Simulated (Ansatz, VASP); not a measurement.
## Ir in VASP and in Ansatz

```
Ir
1.0
     4.30811    0.00000    0.00000
    -2.15405    3.73093    0.00000
     0.00000    0.00000    2.64087
Ir
3
Cartesian
  0.0000 0.0000 0.0000
  0.0000 2.4873 1.3204
  2.1541 1.2436 1.3204
```

Alike in both runs: task relaxation of cell and atoms; functional revPBE; k mesh 9 × 9 × 12; occupations fermi-dirac, width 0.1 eV; no spin polarisation.

```csv
,VASP,Ansatz
version,VASP 6.6.1,Ansatz 0.2.0
potentials or method,"VASP PAW PBE potentials, release 64 (Ir), cutoff 600 eV","plane waves (420 eV) with PAW, scalar-relativistic"
valence electrons in the cell,27,51
```

```tsv
	VASP	Ansatz	Ansatz less VASP
relaxed volume (Å³/atom)	15.13	15.11	-0.017
relaxed cell length with the largest relative difference (Å)	4.394	4.392	-0.0022
```

VASP's potentials were made for PBE, not for revPBE. VASP's potentials hold 27 valence electrons a cell and Ansatz's 51, so a difference there can come from the potentials and not from the codes.

Neither program's run includes spin-orbit coupling.
